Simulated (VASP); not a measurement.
# SnO (Pmn2_1) in VASP: further runs

Runs on SnO. Level: LDA. Tasks: single point.

All numbers are computed with VASP 6.6.1; they aren't measurements. Logs are shortened: lines on timing, memory, paths and dates and some standing lists are left out, and cuts for length are marked.

**1. The cell of the first run**

The structure is orthorhombic, space group Pmn2_1 (No. 31). Conventional cell: a = 3.399 Å, b = 5.749 Å, c = 4.278 Å, α = 90.00°, β = 90.00°, γ = 90.00°. Within 2.9 Å of Sn (site symmetry m) lie 3 O at 2.18 to 2.19 Å. Within 3.1 Å of O (site symmetry m) lie 3 Sn at 2.18 to 2.19 Å and 4 O at 3.00 Å.

**2. Single point, LDA**

Contents of INCAR:

```
ALGO = Normal ; EDIFF = 1E-6
ENCUT = 520 ; GGA = CA
ISIF = 2 ; ISMEAR = 0
LASPH = T ; LCHARG = F
LREAL = F ; LWAVE = F
NBANDS = 28 ; NELM = 60
PREC = Accurate ; SIGMA = 0.01
```

Contents of KPOINTS:

```
k-points
0
Gamma
  6 4 6
```

Contents of POSCAR:

```
SnO
1.0
    3.3991548656      0.0000000000      0.0000000000
    0.0000000000      5.7487718259      0.0000000000
    0.0000000000      0.0000000000      4.2775286081
Sn O
2 2
Direct
    0.0000000000      0.2319090000      0.5131440000
    0.5000000000      0.7680910000      0.0131440000
    0.0000000000      0.8912500000      0.7368570000
    0.5000000000      0.1087500000      0.2368570000
```

Potentials or basis: VASP PAW LDA potentials, release 64 (Sn_d, O).

On the command line:

```
$ cat potpaw_LDA.64/Sn_d/POTCAR potpaw_LDA.64/O/POTCAR > POTCAR
$ mpirun -np 1 vasp_std > vasp.out
```

OUTCAR:

```text
EDIFF = 1E-6
   ENCUT = 520
   GGA = CA
   ISIF = 2
   ISMEAR = 0
   LASPH = T
   LREAL = F
   NELM = 60
   PREC = Accurate

 ion  position               nearest neighbor table
   1  0.000  0.232  0.513-   3 2.18   4 2.19   4 2.19
   2  0.500  0.768  0.013-   4 2.18   3 2.19   3 2.19
   3  0.000  0.891  0.737-   1 2.18   2 2.19   2 2.19
   4  0.500  0.109  0.237-   2 2.18   1 2.19   1 2.19

  LATTYP: Found a simple orthorhombic cell.
 ALAT       =     3.3991548656
 B/A-ratio  =     1.2584094509
 C/A-ratio  =     1.6912356316

  Lattice vectors:

 A1 = (  -3.3991548656,   0.0000000000,   0.0000000000)
 A2 = (   0.0000000000,   0.0000000000,   4.2775286081)
 A3 = (   0.0000000000,   5.7487718259,   0.0000000000)

Analysis of symmetry for initial positions (statically):
=====================================================================
 Subroutine PRICEL returns:
 Original cell was already a primitive cell.

 Routine SETGRP: Setting up the symmetry group for a
 simple orthorhombic supercell.

 Subroutine GETGRP returns: Found  4 space group operations
 (whereof  2 operations were pure point group operations)
 out of a pool of  8 trial point group operations.

The static configuration has the point symmetry C_1h.
 The point group associated with its full space group is C_2v.

Analysis of symmetry for dynamics (positions and initial velocities):
=====================================================================
 Subroutine PRICEL returns:
 Original cell was already a primitive cell.

 Routine SETGRP: Setting up the symmetry group for a
 simple orthorhombic supercell.

 Subroutine GETGRP returns: Found  4 space group operations
 (whereof  2 operations were pure point group operations)
 out of a pool of  8 trial point group operations.

The dynamic configuration has the point symmetry C_1h.
 The point group associated with its full space group is C_2v.

 Subroutine INISYM returns: Found  4 space group operations
 (whereof  2 operations are pure point group operations),
 and found     1 'primitive' translations

----------------------------------------------------------------------------------------

                                     Primitive cell

  volume of cell :      83.5870

  direct lattice vectors                    reciprocal lattice vectors
     3.399154866  0.000000000  0.000000000     0.294190774  0.000000000  0.000000000
     0.000000000  5.748771826  0.000000000     0.000000000  0.173950198  0.000000000
     0.000000000  0.000000000  4.277528608     0.000000000  0.000000000  0.233779851

  length of vectors
     3.399154866  5.748771826  4.277528608     0.294190774  0.173950198  0.233779851

  position of ions in fractional coordinates (direct lattice)
     0.000000000  0.231909000  0.513144000
     0.500000000  0.768091000  0.013144000
     0.000000000  0.891250000  0.736857000
     0.500000000  0.108750000  0.236857000

  ion indices of the primitive-cell ions
   primitive index   ion index
                 1           1
                 2           2
                 3           3
                 4           4

----------------------------------------------------------------------------------------

 KPOINTS: k-points

Automatic generation of k-mesh.
 Grid dimensions read from file:
 generate k-points for:    6    4    6

 Generating k-lattice:

  Cartesian coordinates                     Fractional coordinates (reciprocal lattice)
     0.049031796  0.000000000  0.000000000     0.166666667  0.000000000  0.000000000
     0.000000000  0.043487550  0.000000000     0.000000000  0.250000000  0.000000000
     0.000000000  0.000000000  0.038963308     0.000000000  0.000000000  0.166666667

  Length of vectors
     0.049031796  0.043487550  0.038963308

  Shift w.r.t. Gamma in fractional coordinates (k-lattice)
     0.000000000  0.000000000  0.000000000

 Subroutine IBZKPT returns following result:
 ===========================================

 Found     48 irreducible k-points:

 Following reciprocal coordinates:
            Coordinates               Weight
  0.000000  0.000000  0.000000      1.000000
  0.166667  0.000000  0.000000      2.000000
  0.333333  0.000000  0.000000      2.000000
  0.500000  0.000000  0.000000      1.000000
  0.000000  0.250000  0.000000      2.000000
  0.166667  0.250000  0.000000      4.000000
[... 16 lines left out ...]
  0.333333  0.500000  0.166667      4.000000
  0.500000  0.500000  0.166667      2.000000
 [... further k-points ...]
   k-points           NKPTS =     48   k-points in BZ     NKDIM =     48   number of bands    NBANDS=     28
   number of dos      NEDOS =    301   number of ions     NIONS =      4
   total plane-waves  NPLWV =  43008
   dimension x,y,z NGX =    28 NGY =   48 NGZ =   32
   dimension x,y,z NGXF=    56 NGYF=   96 NGZF=   64
   ions per type =               2   2
   NGX,Y,Z   is equivalent  to a cutoff of  13.69, 13.88, 12.44 a.u.
   NGXF,Y,Z  is equivalent  to a cutoff of  27.39, 27.76, 24.87 a.u.
 SYSTEM =  unknown system
   PREC   = accura    normal or accurate (medium, high low for compatibility)
   ISTART =      0    job   : 0-new  1-cont  2-samecut
   ICHARG =      2    charge: 1-file 2-atom 10-const
   ISPIN  =      1    spin polarized calculation?
   LNONCOLLINEAR =      F non collinear calculations
   LSORBIT =      F    spin-orbit coupling
   LASPH  =      T    aspherical Exc in radial PAW
   ENCUT  =  520.0 eV  38.22 Ry    6.18 a.u.   6.32 10.69  7.95*2*pi/ulx,y,z
   NELM   =     60;   NELMIN=  2; NELMDL= -5     # of ELM steps
   EDIFF  = 0.1E-05   stopping-criterion for ELM
   LREAL  =      F    real-space projection
   EDIFFG = 0.1E-04   stopping-criterion for IOM
   NSW    =      0    number of steps for IOM
   IBRION =     -1    ionic relax: 0-MD 1-quasi-New 2-CG
   NFREE  =      0    steps in history (QN), initial steepest desc. (CG)
   ISIF   =      2    stress and relaxation
   ISYM   =      2    0-nonsym 1-usesym 2-fastsym
   POTIM  = 0.5000    time-step for ionic-motion
   TEBEG  =    0.0;   TEEND  =   0.0 temperature during run
   PSTRESS=    0.0 pullay stress
   NELECT =      40.0000    total number of electrons
   NUPDOWN=      -1.0000    fix difference up-down
   EMIN   =  10.00;   EMAX   =-10.00  energy-range for DOS
   EFERMI =   0.00;   METHOD = LEGACY
   ISMEAR =     0;   SIGMA  =   0.01  broadening in eV -4-tet -1-fermi 0-gaus
   EFERMI_NEDOS =   21; number of points for ismear=-14 and -15
   IALGO  =     38    algorithm
   IMIX   =      4    mixing-type and parameters
     AMIX     =   0.40;   BMIX     =  1.00
     AMIX_MAG =   1.60;   BMIX_MAG =  1.00
  volume/ion in A,a.u.               =      20.90       141.02
  Fermi-wavevector in a.u.,A,eV,Ry     =   1.280507  2.419807 22.309437  1.639697
  Thomas-Fermi vector in A             =   2.412931
   LORBIT       =      0    0 simple, 1 ext, 2 COOP (PROOUT), +10 PAW based schemes
   GGA     = CA    functional components
   LHFCALC =     F    Hartree Fock is set to
   AEXX    =    0.0000 exact exchange contribution
   IVDW    =     0    specifies the selected vdW correction
   LEPSILON=     F    determine dielectric tensor
   LRPA    =     F    only Hartree local field effects (RPA)
 non-spin polarized calculation
 Gauss-broadening in eV      SIGMA  =   0.01
  energy-cutoff  :      520.00
  volume of cell :       83.59
 maximum number of plane-waves:      2272
 NGX is ok and might be reduce to    28
   NGX = 13   NGY = 21   NGZ = 15

 number of electron      39.9999997 magnetization

 Free energy of the ion-electron system (eV)
  ---------------------------------------------------
  ext. energy  EPLUGINS =         0.00000000
  ---------------------------------------------------
  free energy    TOTEN  =       -25.05638483 eV

  energy without entropy =      -25.05638483  energy(sigma->0) =      -25.05638483

 E-fermi :   4.1351     XC(G=0):  -9.7812

 val. band max:        4.0757726798   @ k =   0.0000   0.0000   0.0000
 cond. band min:       5.7194186929   @ k =   0.3333   0.5000   0.0000
 fundamental gap:      1.6436460131
 Fermi energy:         4.1350796217

 k-point     1 :       0.0000    0.0000    0.0000
  band No.  band energies     occupation
      1     -16.8748      2.00000
      2     -16.6272      2.00000
      3     -16.5554      2.00000
      4     -16.5345      2.00000
      5     -16.5107      2.00000
      6     -16.4783      2.00000
[... 20 lines left out ...]
     27      12.6281      0.00000
     28      13.1433      0.00000

 k-point     2 :       0.1667    0.0000    0.0000
  band No.  band energies     occupation
      1     -16.8634      2.00000
      2     -16.6189      2.00000
      3     -16.5683      2.00000
      4     -16.5423      2.00000
      5     -16.5206      2.00000
      6     -16.4802      2.00000
[... 20 lines left out ...]
     27      12.5311      0.00000
     28      13.3501      0.00000

 k-point     3 :       0.3333    0.0000    0.0000
  band No.  band energies     occupation
      1     -16.8562      2.00000
      2     -16.7408      2.00000
      3     -16.5298      2.00000
      4     -16.5177      2.00000
      5     -16.5058      2.00000
      6     -16.4887      2.00000
[... 20 lines left out ...]
     27      12.1298      0.00000
     28      13.6287      0.00000

 k-point     4 :       0.5000    0.0000    0.0000
  band No.  band energies     occupation
      1     -16.8329      2.00000
      2     -16.8329      2.00000
      3     -16.5186      2.00000
      4     -16.5186      2.00000
      5     -16.4871      2.00000
      6     -16.4871      2.00000
[... 578 lines left out ...]
     27      13.2887      0.00000
     28      14.2482      0.00000

 k-point    23 :       0.3333    0.5000    0.1667
  band No.  band energies     occupation
      1     -16.8549      2.00000
      2     -16.7545      2.00000
      3     -16.5278      2.00000
      4     -16.5255      2.00000
      5     -16.4996      2.00000
      6     -16.4910      2.00000
[... 20 lines left out ...]
     27      13.1435      0.00000
     28      13.6315      0.00000

 k-point    24 :       0.5000    0.5000    0.1667
  band No.  band energies     occupation
      1     -16.8407      2.00000
      2     -16.8407      2.00000
      3     -16.5221      2.00000
      4     -16.5221      2.00000
      5     -16.4840      2.00000
      6     -16.4840      2.00000
[... 20 lines left out ...]
     27      13.0555      0.00000
     28      13.0555      0.00000

 [... further k-points ...]

------------------------ aborting loop because EDIFF is reached ----------------------------------------

  FORCE on cell =-STRESS in cart. coord.  units (eV):
  Direction    XX          YY          ZZ          XY          YZ          ZX
  --------------------------------------------------------------------------------------
  -------------------------------------------------------------------------------------
  Total       -4.5974235     -3.8630530     -3.4081906      0.0000000      0.0000000      0.0000000
  in kB      -88.1223657    -74.0461193    -65.3274204      0.0000000      0.0000000      0.0000000
  external PRESSURE =     -75.8319685 kB  Pullay stress =       0.0000000 kB

 VOLUME and BASIS-vectors are now :
 -----------------------------------------------------------------------------
  energy-cutoff  :      520.00
  volume of cell :       83.59
      direct lattice vectors                 reciprocal lattice vectors
     3.399154866  0.000000000  0.000000000     0.294190774  0.000000000  0.000000000
     0.000000000  5.748771826  0.000000000     0.000000000  0.173950198  0.000000000
     0.000000000  0.000000000  4.277528608     0.000000000  0.000000000  0.233779851

 POSITION                                       TOTAL-FORCE (eV/Angst)
 -----------------------------------------------------------------------------------
      0.00000      1.33319      2.19499         0.000000     -1.086800     -0.340007
      1.69958      4.41558      0.05622         0.000000      1.086800     -0.340007
      0.00000      5.12359      3.15193         0.000000      0.202233      0.340007
      1.69958      0.62518      1.01316         0.000000     -0.202233      0.340007
 -----------------------------------------------------------------------------------
    total drift:                                0.000000      0.000000      0.002830

  FREE ENERGIE OF THE ION-ELECTRON SYSTEM (eV)
  ---------------------------------------------------
  free  energy   TOTEN  =       -25.0563848319 eV

  energy  without entropy=      -25.0563848319  energy(sigma->0) =      -25.05638483
```

Run time: 70 s. Hardware: 1 thread of Intel Xeon Platinum 8559C (Emerald Rapids), shared host; peak memory 0.22 GiB.

What came out:

```yaml
Free_energy: -25.0564 eV
Pressure: -7.6 GPa
Largest_force: 1.139 eV/Å
Band_gap_on_the_k_mesh: 1.64 eV (least direct gap 2.40 eV)
```

Forces on the atoms (eV/Å):
```
Sn   0.000 -1.087 -0.340
Sn   0.000  1.087 -0.340
O    0.000  0.202  0.340
O    0.000 -0.202  0.340
```

Levels at points of the mesh, in eV from the valence-band top:
| k point | band 18 | band 19 | band 20 | band 21 | band 22 | band 23 |
| --- | --- | --- | --- | --- | --- | --- |
| (0.00, 0.00, 0.00) | -2.42 | -1.83 | 0.00 | 2.58 | 3.05 | 5.67 |
| (0.50, 0.00, 0.00) | -2.33 | -1.21 | -1.21 | 2.54 | 2.54 | 5.33 |
| (0.00, 0.50, 0.00) | -2.45 | -1.42 | -1.22 | 3.26 | 3.79 | 4.73 |
| (0.50, 0.50, 0.00) | -2.40 | -0.86 | -0.86 | 1.82 | 1.82 | 6.05 |
| (0.00, 0.00, 0.50) | -2.96 | -1.52 | -1.52 | 2.56 | 2.56 | 5.05 |
| (0.50, 0.00, 0.50) | -2.96 | -1.03 | -1.03 | 2.11 | 2.11 | 4.50 |
| (0.00, 0.50, 0.50) | -2.69 | -1.42 | -1.42 | 1.87 | 1.87 | 5.75 |
| (0.50, 0.50, 0.50) | -3.22 | -0.42 | -0.42 | 2.44 | 2.44 | 4.01 |

Caveat: the cell stands under tension; spin-orbit coupling is left out, which moves the levels of the heavy elements; forces of over 1 eV/Å act on the atoms, so gaps and moduli don't describe the material at rest.

**3. Single point, LDA**

This run uses another cell than the first one, of 21.50 Å³/atom.

Contents of INCAR:

```
SYSTEM = SnO
ALGO = Normal
EDIFF = 1E-6
ENCUT = 520
ISIF = 2
ISMEAR = 0
LASPH = .TRUE.
LCHARG = .FALSE.
LREAL = .FALSE.
LWAVE = .FALSE.
NBANDS = 28
NELM = 100
PREC = Accurate
SIGMA = 0.01
```

Contents of KPOINTS:

```
k-points
0
G
  6 4 6
  0 0 0
```

Contents of POSCAR:

```
SnO
1.0
    3.4315297176      0.0000000000      0.0000000000
    0.0000000000      5.8035253291      0.0000000000
    0.0000000000      0.0000000000      4.3182694278
Sn O
2 2
Direct
    0.0000000000      0.2319090000      0.5131440000
    0.5000000000      0.7680910000      0.0131440000
    0.0000000000      0.8912500000      0.7368570000
    0.5000000000      0.1087500000      0.2368570000
```

Potentials or basis: VASP PAW LDA potentials, release 64 (Sn_d, O).

On the command line:

```
$ cat potpaw_LDA.64/Sn_d/POTCAR potpaw_LDA.64/O/POTCAR > POTCAR
$ mpirun -np 1 vasp_std > vasp.out
```

OUTCAR:

```text
SYSTEM = SnO
   EDIFF = 1E-6
   ENCUT = 520
   ISIF = 2
   ISMEAR = 0
   LASPH = .TRUE.
   LREAL = .FALSE.
   NELM = 100
   PREC = Accurate

 ion  position               nearest neighbor table
   1  0.000  0.232  0.513-   3 2.20   4 2.21   4 2.21
   2  0.500  0.768  0.013-   4 2.20   3 2.21   3 2.21
   3  0.000  0.891  0.737-   1 2.20   2 2.21   2 2.21
   4  0.500  0.109  0.237-   2 2.20   1 2.21   1 2.21

  LATTYP: Found a simple orthorhombic cell.
 ALAT       =     3.4315297176
 B/A-ratio  =     1.2584094509
 C/A-ratio  =     1.6912356315

  Lattice vectors:

 A1 = (  -3.4315297176,   0.0000000000,   0.0000000000)
 A2 = (   0.0000000000,   0.0000000000,   4.3182694278)
 A3 = (   0.0000000000,   5.8035253291,   0.0000000000)

Analysis of symmetry for initial positions (statically):
=====================================================================
 Subroutine PRICEL returns:
 Original cell was already a primitive cell.

 Routine SETGRP: Setting up the symmetry group for a
 simple orthorhombic supercell.

 Subroutine GETGRP returns: Found  4 space group operations
[... 170 lines left out ...]
  energy without entropy =      -24.93304125  energy(sigma->0) =      -24.93304125

 E-fermi :   3.8133     XC(G=0):  -9.6491

 val. band max:        3.7617772022   @ k =   0.0000   0.0000   0.0000
 cond. band min:       5.4352235059   @ k =   0.0000   0.5000   0.3333
 fundamental gap:      1.6734463037
 Fermi energy:         3.8132921350

 k-point     1 :       0.0000    0.0000    0.0000
  band No.  band energies     occupation
      1     -17.1098      2.00000
      2     -16.8991      2.00000
      3     -16.8361      2.00000
      4     -16.8173      2.00000
      5     -16.7957      2.00000
      6     -16.7639      2.00000
[... 733 lines left out ...]
     27      12.6578      0.00000
     28      12.6578      0.00000

 [... further k-points ...]

------------------------ aborting loop because EDIFF is reached ----------------------------------------

  FORCE on cell =-STRESS in cart. coord.  units (eV):
  Direction    XX          YY          ZZ          XY          YZ          ZX
  --------------------------------------------------------------------------------------
  -------------------------------------------------------------------------------------
  Total       -5.6067018     -4.8121524     -4.1283672      0.0000000      0.0000000      0.0000000
  in kB     -104.4548617    -89.6521208    -76.9129585      0.0000000      0.0000000      0.0000000
  external PRESSURE =     -90.3399804 kB  Pullay stress =       0.0000000 kB

 VOLUME and BASIS-vectors are now :
 -----------------------------------------------------------------------------
  energy-cutoff  :      520.00
  volume of cell :       86.00
      direct lattice vectors                 reciprocal lattice vectors
     3.431529718  0.000000000  0.000000000     0.291415224  0.000000000  0.000000000
     0.000000000  5.803525329  0.000000000     0.000000000  0.172309061  0.000000000
     0.000000000  0.000000000  4.318269428     0.000000000  0.000000000  0.231574249

 POSITION                                       TOTAL-FORCE (eV/Angst)
 -----------------------------------------------------------------------------------
      0.00000      1.34589      2.21589         0.000000     -1.394683     -0.438797
      1.71576      4.45764      0.05676         0.000000      1.394683     -0.438797
      0.00000      5.17239      3.18195         0.000000      0.215311      0.438797
      1.71576      0.63113      1.02281         0.000000     -0.215311      0.438797
 -----------------------------------------------------------------------------------
    total drift:                                0.000000      0.000000      0.001595

  FREE ENERGIE OF THE ION-ELECTRON SYSTEM (eV)
  ---------------------------------------------------
  free  energy   TOTEN  =       -24.9330412545 eV

  energy  without entropy=      -24.9330412545  energy(sigma->0) =      -24.93304125
```

Wall time 73 s (1 thread of Intel Xeon Platinum 8559C (Emerald Rapids), shared host); peak memory 0.22 GiB.

What came out:

* Free energy: -24.9330 eV
* Pressure: -9.0 GPa
* Largest force: 1.462 eV/Å
* Band gap on the k mesh: 1.67 eV (least direct gap 2.42 eV)

Forces on the atoms (eV/Å):
```
Sn   0.000 -1.395 -0.439
Sn   0.000  1.395 -0.439
O    0.000  0.215  0.439
O    0.000 -0.215  0.439
```

Caveat: the cell stands under tension; spin-orbit coupling is left out, which moves the levels of the heavy elements; forces of over 1 eV/Å act on the atoms, so gaps and moduli don't describe the material at rest. A k mesh can miss the band edges.
